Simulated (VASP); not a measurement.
Write the native input for VASP 6.6.1 that does the following.

| Property | Result |
| --- | --- |
| Task | single point |
| Functional | PBE |
| Potentials or basis | VASP PAW PBE potentials, release 64 (C, O) |
| Cutoff | 520 eV |
| k mesh | 7 × 3 × 1 |
| Occupations | gaussian, width 0.1 eV |
| Spin | no spin polarisation |
| Dipole correction | yes |
| Further INCAR settings | ALGO = Normal; EDIFF = 1e-06; NBANDS = 34 |

The structure of C10O lies in POSCAR:

```
C10O
1.0
    4.2718357708      0.0000000000      0.0000000000
   -2.1359178854      8.6110540238      0.0000000000
    0.0000000000      0.0000000000     20.2788010491
C O
10 1
Direct
    0.1564123854      0.9794914374      0.1972503202
    0.8230790520      0.9794914374      0.1972503202
    0.6461581040      0.9589828748      0.2574344482
    0.3128247708      0.9589828748      0.2574344482
    0.1338042908      0.9383829247      0.3175270418
    0.8045779619      0.9383827251      0.3175270445
    0.6222261577      0.9176688648      0.3778998052
    0.2954420376      0.9176688691      0.3778997289
    0.0947395260      0.8987957680      0.4329048751
    0.8040524743      0.8987950712      0.4329053295
    0.0947395260      1.3987957680      0.3406595270
```

One way to write it, as run:

INCAR

```
PREC = Accurate
ENCUT = 520
EDIFF = 1E-6
ISMEAR = 0
SIGMA = 0.1
LREAL = False
LASPH = True
NELM = 60
ALGO = Normal
ISIF = 2
LWAVE = False
LCHARG = False
LDIPOL = True
IDIPOL = 3
DIPOL = 0.5 0.5 0.319
GGA = PE
NBANDS = 34
```

KPOINTS

```
Automatic mesh
0
Gamma
  7 3 1
```

Potentials or basis: VASP PAW PBE potentials, release 64 (C, O).

Run with:

```console
$ cat potpaw_PBE.64/C/POTCAR potpaw_PBE.64/O/POTCAR > POTCAR
$ mpirun -np 1 vasp_std > vasp.out
```

Results of the run:

| Property | Result |
| --- | --- |
| Largest force | 7.491 eV/Å |
| Band gap on the k mesh | zero (bands 23 and 24 overlap by 0.09 eV) |

Run time: 13 min on 1 thread of Intel(R) Xeon(R) 6975P-C (Granite Rapids), with other jobs on the host, peak memory 0.8 GiB.
